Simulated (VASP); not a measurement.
# Al3Cu2 (P-1) in VASP: notebook

Runs on Al3Cu2. Level: LDA. Tasks: single point.

Everything below comes from runs of VASP 6.6.1. Logs are shortened: lines on timing, memory, paths and dates and some standing lists are left out, and cuts for length are marked.

**1. The cell of the first run**

The typed cell holds 5 atoms: a = 3.961 Å, b = 3.961 Å, c = 5.162 Å, α = 90.00°, β = 90.00°, γ = 120.00°.

**2. Single point, LDA (atoms displaced along a vibrational mode, the cell strained)**

INCAR reads:

```
ALGO = Fast
EDIFF = 1E-7
ENCUT = 520
ISIF = 2
ISMEAR = 0
LASPH = True
LCHARG = False
LREAL = False
LWAVE = False
NBANDS = 24
NELM = 60
PREC = Accurate
SIGMA = 0.15
```

KPOINTS reads:

```
k-points
0
Gamma
  12 12 8
```

POSCAR reads:

```
Al3Cu2
1.0
    3.9610147888      0.0000000000      0.0000000000
   -1.9805073944      3.4303394319      0.0000000000
    0.0000000000      0.0000000000      5.1618512506
Al Cu
3 2
Direct
    0.0000000000      0.0000000000      0.0000000000
    0.3455697567      0.6666666667      0.3508928116
    0.6544302433      0.3333333333      0.6491071884
    0.3130163276      0.6666666667      0.8415870660
    0.6869836724      0.3333333333      0.1584129340
```

Potentials or basis: VASP PAW LDA potentials, release 64 (Al, Cu).

Launch:

```sh
$ cat potpaw_LDA.64/Al/POTCAR potpaw_LDA.64/Cu/POTCAR > POTCAR
$ mpirun -np 1 vasp_std > vasp.out
```

OUTCAR:

```text
EDIFF = 1E-7
   ENCUT = 520
   ISIF = 2
   ISMEAR = 0
   LASPH = True
   LREAL = False
   NELM = 60
   PREC = Accurate

 ion  position               nearest neighbor table
   1  0.000  0.000  0.000-   4 2.36   5 2.36   4 2.43   5 2.43   5 2.49   4 2.49   2 2.88   3 2.88
                             3 2.92   2 2.92   2 2.95   3 2.95
   2  0.346  0.667  0.351-   5 2.47   5 2.49   5 2.52   4 2.54   4 2.63   3 2.69   3 2.76   3 2.83
                             1 2.88   1 2.92   1 2.95
   3  0.654  0.333  0.649-   4 2.47   4 2.49   4 2.52   5 2.54   5 2.63   2 2.69   2 2.76   2 2.83
                             1 2.88   1 2.92   1 2.95
   4  0.313  0.667  0.842-   1 2.36   1 2.43   3 2.47   3 2.49   1 2.49   3 2.52   2 2.54   2 2.63
                             5 2.70
   5  0.687  0.333  0.158-   1 2.36   1 2.43   2 2.47   2 2.49   1 2.49   2 2.52   3 2.54   3 2.63
                             4 2.70

  LATTYP: Found a hexagonal cell.
 ALAT       =     3.9610147888
 C/A-ratio  =     1.3031638421

  Lattice vectors:

 A1 = (   3.9610147888,   0.0000000000,   0.0000000000)
 A2 = (  -1.9805073944,   3.4303394319,   0.0000000000)
 A3 = (   0.0000000000,   0.0000000000,   5.1618512506)

Analysis of symmetry for initial positions (statically):
=====================================================================
 Subroutine PRICEL returns:
 Original cell was already a primitive cell.

 Routine SETGRP: Setting up the symmetry group for a
 hexagonal supercell.

 Subroutine GETGRP returns: Found  2 space group operations
 (whereof  2 operations were pure point group operations)
 out of a pool of 24 trial point group operations.

The static configuration has the point symmetry S_2 .

Analysis of symmetry for dynamics (positions and initial velocities):
=====================================================================
 Subroutine PRICEL returns:
 Original cell was already a primitive cell.

 Routine SETGRP: Setting up the symmetry group for a
 hexagonal supercell.

 Subroutine GETGRP returns: Found  2 space group operations
 (whereof  2 operations were pure point group operations)
 out of a pool of 24 trial point group operations.

The dynamic configuration has the point symmetry S_2 .

 Subroutine INISYM returns: Found  2 space group operations
 (whereof  2 operations are pure point group operations),
 and found     1 'primitive' translations

[... 100 lines left out ...]
   EDIFF  = 0.1E-06   stopping-criterion for ELM
   LREAL  =      F    real-space projection
   EDIFFG = 0.1E-05   stopping-criterion for IOM
   NSW    =      0    number of steps for IOM
   IBRION =     -1    ionic relax: 0-MD 1-quasi-New 2-CG
   NFREE  =      0    steps in history (QN), initial steepest desc. (CG)
   ISIF   =      2    stress and relaxation
   ISYM   =      2    0-nonsym 1-usesym 2-fastsym
   POTIM  = 0.5000    time-step for ionic-motion
   TEBEG  =    0.0;   TEEND  =   0.0 temperature during run
   PSTRESS=    0.0 pullay stress
   NELECT =      31.0000    total number of electrons
   NUPDOWN=      -1.0000    fix difference up-down
   EMIN   =  10.00;   EMAX   =-10.00  energy-range for DOS
   EFERMI =   0.00;   METHOD = LEGACY
   ISMEAR =     0;   SIGMA  =   0.15  broadening in eV -4-tet -1-fermi 0-gaus
   EFERMI_NEDOS =   21; number of points for ismear=-14 and -15
   IALGO  =     68    algorithm
   IMIX   =      4    mixing-type and parameters
     AMIX     =   0.40;   BMIX     =  1.00
     AMIX_MAG =   1.60;   BMIX_MAG =  1.00
  volume/ion in A,a.u.               =      14.03        94.66
  Fermi-wavevector in a.u.,A,eV,Ry     =   1.247036  2.356557 21.158409  1.555099
  Thomas-Fermi vector in A             =   2.381187
   LORBIT       =      0    0 simple, 1 ext, 2 COOP (PROOUT), +10 PAW based schemes
   GGA     = CA    functional components
   LHFCALC =     F    Hartree Fock is set to
   AEXX    =    0.0000 exact exchange contribution
   IVDW    =     0    specifies the selected vdW correction
   LEPSILON=     F    determine dielectric tensor
   LRPA    =     F    only Hartree local field effects (RPA)
 non-spin polarized calculation
 RMM-DIIS sequential band-by-band and
 Gauss-broadening in eV      SIGMA  =   0.15
  energy-cutoff  :      520.00
  volume of cell :       70.14
 maximum number of plane-waves:      1915
 NGX is ok and might be reduce to    30
   NGX = 15   NGY = 15   NGZ = 19

 number of electron      31.0000006 magnetization

 Free energy of the ion-electron system (eV)
  ---------------------------------------------------
  ext. energy  EPLUGINS =         0.00000000
  ---------------------------------------------------
  free energy    TOTEN  =       -22.75477188 eV

  energy without entropy =      -22.73962143  energy(sigma->0) =      -22.74719666

 E-fermi :   8.4647     XC(G=0): -11.3241

 val. band max:        8.4603529712   @ k =   0.0000   0.5000   0.5000
 cond. band min:       8.4672430947   @ k =  -0.1667   0.3333   0.2500
 fundamental gap:      0.0068901235
 Fermi energy:         8.4646712502

 k-point     1 :       0.0000    0.0000    0.0000
  band No.  band energies     occupation
      1      -2.9154      2.00000
      2       1.7293      2.00000
      3       2.2556      2.00000
      4       2.9573      2.00000
      5       2.9906      2.00000
      6       3.3376      2.00000
[... 637 lines left out ...]
     23      14.8107      0.00000
     24      15.4457      0.00000

 [... further k-points ...]

------------------------ aborting loop because EDIFF is reached ----------------------------------------

  FORCE on cell =-STRESS in cart. coord.  units (eV):
  Direction    XX          YY          ZZ          XY          YZ          ZX
  --------------------------------------------------------------------------------------
  -------------------------------------------------------------------------------------
  Total        2.5702738      2.3952437     -2.7127713     -0.7366799      0.0193549     -0.0070479
  in kB       58.7138989     54.7156095    -61.9690322    -16.8283039      0.4421325     -0.1609992
  external PRESSURE =      17.1534921 kB  Pullay stress =       0.0000000 kB

 VOLUME and BASIS-vectors are now :
 -----------------------------------------------------------------------------
  energy-cutoff  :      520.00
  volume of cell :       70.14
      direct lattice vectors                 reciprocal lattice vectors
     3.961014789  0.000000000  0.000000000     0.252460557  0.145758171  0.000000000
    -1.980507394  3.430339432  0.000000000     0.000000000  0.291516341  0.000000000
     0.000000000  0.000000000  5.161851251     0.000000000  0.000000000  0.193728946

 POSITION                                       TOTAL-FORCE (eV/Angst)
 -----------------------------------------------------------------------------------
      0.00000      0.00000      0.00000         0.000000      0.000000      0.000000
      0.04847      2.28689      1.81126        -0.101029      0.024967     -0.003854
      1.93204      1.14345      3.35059         0.101029     -0.024967      0.003854
     -0.08048      2.28689      4.34415         0.425303     -0.011444     -0.233679
      2.06098      1.14345      0.81770        -0.425303      0.011444      0.233679
 -----------------------------------------------------------------------------------
    total drift:                               -0.000000      0.000000     -0.000000

  FREE ENERGIE OF THE ION-ELECTRON SYSTEM (eV)
  ---------------------------------------------------
  free  energy   TOTEN  =       -22.7547718849 eV

  energy  without entropy=      -22.7396214329  energy(sigma->0) =      -22.74719666
```

OSZICAR:

```text
N       E                     dE             d eps       ncg     rms          rms(c)
DAV:   1     0.175835098394E+03    0.17584E+03   -0.12351E+04 27960   0.152E+03
DAV:   2    -0.158262063963E+02   -0.19166E+03   -0.17868E+03 27968   0.291E+02
DAV:   3    -0.269486273947E+02   -0.11122E+02   -0.10527E+02 36544   0.940E+01
DAV:   4    -0.272586299201E+02   -0.31000E+00   -0.30957E+00 38888   0.134E+01
[... 17 lines left out ...]
RMM:  22    -0.227547769857E+02   -0.46798E-05   -0.16418E-05 46610   0.383E-02    0.226E-02
RMM:  23    -0.227547736087E+02    0.33770E-05   -0.23368E-06 34079   0.206E-02    0.142E-02
RMM:  24    -0.227547720066E+02    0.16021E-05   -0.32417E-06 37186   0.157E-02    0.428E-03
RMM:  25    -0.227547719049E+02    0.10173E-06   -0.44153E-07 26521   0.465E-03    0.198E-03
RMM:  26    -0.227547718849E+02    0.19962E-07   -0.14803E-07 20631   0.244E-03
   1 F= -.22754772E+02 E0= -.22747197E+02  d E =-.151505E-01
```

stdout:

```text
POSCAR found type information on POSCAR AlCu
 POSCAR found :  2 types and       5 ions
 scaLAPACK will be used
 LDA part: xc-table for (Slater(with rela. corr.)+CA(PZ))
 , standard interpolation
 POSCAR, INCAR and KPOINTS ok, starting setup
 FFT: planning ... GRIDC
 FFT: planning ... GRID_SOFT
 FFT: planning ... GRID
 WAVECAR not read
 entering main loop
WARNING in EDDRMM: call to ZHEGV failed, returncode =   8  4     24
WARNING in EDDRMM: call to ZHEGV failed, returncode =   8  4     24
WARNING in EDDRMM: call to ZHEGV failed, returncode =   6  3     24
WARNING in EDDRMM: call to ZHEGV failed, returncode =   8  4     23
```

It took 12 min on 1 thread of Intel Xeon 6975P-C (Granite Rapids), shared host; peak memory 0.81 GiB.

Results:

```
Free energy            : -22.7548 eV
Pressure               : 1.7 GPa
Largest force          : 0.485 eV/Å
Band gap on the k mesh : zero (an odd number of electrons rules out a gap without spin polarisation)
```

Forces in eV/Å, atoms in the order of the input:
```
Al   0.000  0.000  0.000
Al  -0.101  0.025 -0.004
Al   0.101 -0.025  0.004
Cu   0.425 -0.011 -0.234
Cu  -0.425  0.011  0.234
```

Caveat: the cell differs from its parent crystal (atoms displaced along a vibrational mode, the cell strained).

**3. Single point, LDA (atoms displaced along a vibrational mode)**

INCAR reads:

```
SYSTEM = Al3Cu2
  PREC = Accurate
  ENCUT = 520
  EDIFF = 1E-6
  ISMEAR = 0
  SIGMA = 0.15
  LREAL = .False.
  LASPH = .True.
  NELM = 80
  ALGO = Fast
  ISIF = 2
  LWAVE = .False.
  LCHARG = .True.
  LELF = .True.
  LVHAR = .True.
  NBANDS = 24
```

KPOINTS reads:

```
Automatic mesh
0
Gamma
  12 12 8
  0 0 0
```

POSCAR reads:

```
Al3Cu2
1.0
    4.0557157516      0.0000000000      0.0000000000
   -2.0278578758      3.5123528714      0.0000000000
    0.0000000000      0.0000000000      4.9315479608
Al Cu
3 2
Direct
    0.0000000000      0.0000000000      0.0000000000
    0.3516879684      0.6666666667      0.3508928116
    0.6483120316      0.3333333333      0.6491071884
    0.3028578248      0.6666666667      0.8415870660
    0.6971421752      0.3333333333      0.1584129340
```

Potentials or basis: VASP PAW LDA potentials, release 64 (Al, Cu).

Launch:

```sh
$ cat potpaw_LDA.64/Al/POTCAR potpaw_LDA.64/Cu/POTCAR > POTCAR
$ mpirun -np 1 vasp_std > vasp.out
```

OUTCAR:

```text
SYSTEM = Al3Cu2
   PREC = Accurate
   ENCUT = 520
   EDIFF = 1E-6
   ISMEAR = 0
   LREAL = .False.
   LASPH = .True.
   NELM = 80
   ISIF = 2

 ion  position               nearest neighbor table
   1  0.000  0.000  0.000-   4 2.37   5 2.37   4 2.47   5 2.47   5 2.57   4 2.57   2 2.86   3 2.86
                             3 2.91   2 2.91   2 2.96   3 2.96
   2  0.352  0.667  0.351-   4 2.43   5 2.49   4 2.52   5 2.53   5 2.57   3 2.66   3 2.77   1 2.86
                             3 2.88   1 2.91   1 2.96
[... 860 lines left out ...]
  -------------------------------------------------------------------------------------
  Total        1.0375329      0.4324868      0.2193671     -0.9201655     -0.0185211      0.1977899
  in kB       23.6626582      9.8635782      5.0030301    -20.9859010     -0.4224047      4.5109271
  external PRESSURE =      12.8430888 kB  Pullay stress =       0.0000000 kB

 VOLUME and BASIS-vectors are now :
 -----------------------------------------------------------------------------
  energy-cutoff  :      520.00
  volume of cell :       70.25
      direct lattice vectors                 reciprocal lattice vectors
     4.055715752  0.000000000  0.000000000     0.246565603  0.142354717  0.000000000
    -2.027857876  3.512352871  0.000000000     0.000000000  0.284709435  0.000000000
     0.000000000  0.000000000  4.931547961     0.000000000  0.000000000  0.202776087

 POSITION                                       TOTAL-FORCE (eV/Angst)
 -----------------------------------------------------------------------------------
      0.00000      0.00000      0.00000        -0.000000      0.000000      0.000000
      0.07444      2.34157      1.73044        -0.125128      0.060461     -0.036561
      1.95342      1.17078      3.20110         0.125128     -0.060461      0.036561
     -0.12360      2.34157      4.15033         0.507203     -0.015054     -0.098507
      2.15146      1.17078      0.78122        -0.507203      0.015054      0.098507
 -----------------------------------------------------------------------------------
    total drift:                               -0.000000      0.000000      0.000000

  FREE ENERGIE OF THE ION-ELECTRON SYSTEM (eV)
  ---------------------------------------------------
  free  energy   TOTEN  =       -22.8505418724 eV

  energy  without entropy=      -22.8360154757  energy(sigma->0) =      -22.84327867
```

stdout:

```text
POSCAR found type information on POSCAR AlCu
 POSCAR found :  2 types and       5 ions
 scaLAPACK will be used
 LDA part: xc-table for (Slater(with rela. corr.)+CA(PZ))
 , standard interpolation
 POSCAR, INCAR and KPOINTS ok, starting setup
 FFT: planning ... GRIDC
 FFT: planning ... GRID_SOFT
 FFT: planning ... GRID
 WAVECAR not read
 entering main loop
WARNING in EDDRMM: call to ZHEGV failed, returncode =   8  4     24
WARNING in EDDRMM: call to ZHEGV failed, returncode =   8  4     24
```

Run time: 13 min. Hardware: 1 thread of Intel Xeon 6975P-C (Granite Rapids), shared host; peak memory 0.81 GiB.

What came out:

```yaml
Free_energy: -22.8505 eV
Pressure: 1.3 GPa
Largest_force: 0.517 eV/Å
Band_gap_on_the_k_mesh: zero (an odd number of electrons rules out a gap without spin polarisation)
```

Forces on the atoms (eV/Å):
```
Al   0.000  0.000  0.000
Al  -0.125  0.060 -0.037
Al   0.125 -0.060  0.037
Cu   0.507 -0.015 -0.099
Cu  -0.507  0.015  0.099
```

Stress tensor (GPa, compression positive):
```
 2.37 -2.10  0.45
-2.10  0.99 -0.04
 0.45 -0.04  0.50
```

Caveat: the cell differs from its parent crystal (atoms displaced along a vibrational mode).

**4. Single point, LDA (atoms displaced along a vibrational mode, the cell strained)**

INCAR reads:

```
PREC = Accurate
ENCUT = 520
EDIFF = 1E-6
ISMEAR = 0
SIGMA = 0.15
LREAL = False
LASPH = True
NELM = 60
ALGO = Fast
ISIF = 2
LWAVE = False
LCHARG = False
NBANDS = 24
```

KPOINTS reads:

```
Automatic mesh
0
Gamma
  12 12 8
```

POSCAR reads:

```
Al3Cu2
1.0
    4.1029648401      0.0000000000      0.0000000000
   -2.0514824200      3.5532717824      0.0000000000
    0.0000000000      0.0000000000      4.8166428933
Al Cu
3 2
Direct
    0.0000000000      0.0000000000      0.0000000000
    0.3578061801      0.6666666667      0.3508928116
    0.6421938199      0.3333333333      0.6491071884
    0.2926993220      0.6666666667      0.8415870660
    0.7073006780      0.3333333333      0.1584129340
```

Potentials or basis: VASP PAW LDA potentials, release 64 (Al, Cu).

Launch:

```sh
$ cat potpaw_LDA.64/Al/POTCAR potpaw_LDA.64/Cu/POTCAR > POTCAR
$ mpirun -np 1 vasp_std > vasp.out
```

OUTCAR:

```text
PREC = Accurate
   ENCUT = 520
   EDIFF = 1E-6
   ISMEAR = 0
   LREAL = False
   LASPH = True
   NELM = 60
   ISIF = 2

 ion  position               nearest neighbor table
   1  0.000  0.000  0.000-   4 2.35   5 2.35   4 2.49   5 2.49   5 2.63   4 2.63   2 2.84   3 2.84
                             3 2.91   2 2.91   2 2.98   3 2.98
   2  0.358  0.667  0.351-   4 2.38   4 2.47   5 2.49   5 2.54   5 2.60   3 2.63   3 2.78   1 2.84
                             1 2.91   3 2.92   1 2.98
   3  0.642  0.333  0.649-   5 2.38   5 2.47   4 2.49   4 2.54   4 2.60   2 2.63   2 2.78   1 2.84
                             1 2.91   2 2.92   1 2.98
   4  0.293  0.667  0.842-   1 2.35   2 2.38   2 2.47   3 2.49   1 2.49   3 2.54   5 2.59   3 2.60
[... 858 lines left out ...]
  Total        0.8094635     -0.4359048      2.3844450     -1.1357949     -0.0584512      0.3295293
  in kB       18.4687359     -9.9456141     54.4035470    -25.9143198     -1.3336246      7.5185470
  external PRESSURE =      20.9755563 kB  Pullay stress =       0.0000000 kB

 VOLUME and BASIS-vectors are now :
 -----------------------------------------------------------------------------
  energy-cutoff  :      520.00
  volume of cell :       70.22
      direct lattice vectors                 reciprocal lattice vectors
     4.102964840  0.000000000  0.000000000     0.243726193  0.140715383  0.000000000
    -2.051482420  3.553271782  0.000000000     0.000000000  0.281430766  0.000000000
     0.000000000  0.000000000  4.816642893     0.000000000  0.000000000  0.207613481

 POSITION                                       TOTAL-FORCE (eV/Angst)
 -----------------------------------------------------------------------------------
      0.00000      0.00000      0.00000        -0.000000      0.000000      0.000000
      0.10041      2.36885      1.69013        -0.123687      0.107365     -0.089215
      1.95107      1.18442      3.12652         0.123687     -0.107365      0.089215
     -0.16672      2.36885      4.05362         0.581898     -0.018697     -0.040714
      2.21820      1.18442      0.76302        -0.581898      0.018697      0.040714
 -----------------------------------------------------------------------------------
    total drift:                               -0.000000      0.000000     -0.000000

  FREE ENERGIE OF THE ION-ELECTRON SYSTEM (eV)
  ---------------------------------------------------
  free  energy   TOTEN  =       -22.7788974576 eV

  energy  without entropy=      -22.7639696682  energy(sigma->0) =      -22.77143356
```

stdout:

```text
POSCAR found type information on POSCAR AlCu
 POSCAR found :  2 types and       5 ions
 scaLAPACK will be used
 LDA part: xc-table for (Slater(with rela. corr.)+CA(PZ))
 , standard interpolation
 POSCAR, INCAR and KPOINTS ok, starting setup
 FFT: planning ... GRIDC
 FFT: planning ... GRID_SOFT
 FFT: planning ... GRID
 WAVECAR not read
 entering main loop
```

Wall time 8.8 min (1 thread of Intel Xeon 6975P-C (Granite Rapids), shared host); peak memory 0.81 GiB.

Results:

```
Free energy            : -22.7789 eV
Pressure               : 2.1 GPa
Largest force          : 0.584 eV/Å
Band gap on the k mesh : zero (an odd number of electrons rules out a gap without spin polarisation)
```

Forces on the atoms (eV/Å):
```
Al   0.000  0.000  0.000
Al  -0.124  0.107 -0.089
Al   0.124 -0.107  0.089
Cu   0.582 -0.019 -0.041
Cu  -0.582  0.019  0.041
```

Caveat: the cell differs from its parent crystal (atoms displaced along a vibrational mode, the cell strained).

(Part 1 of 2 ends here.)
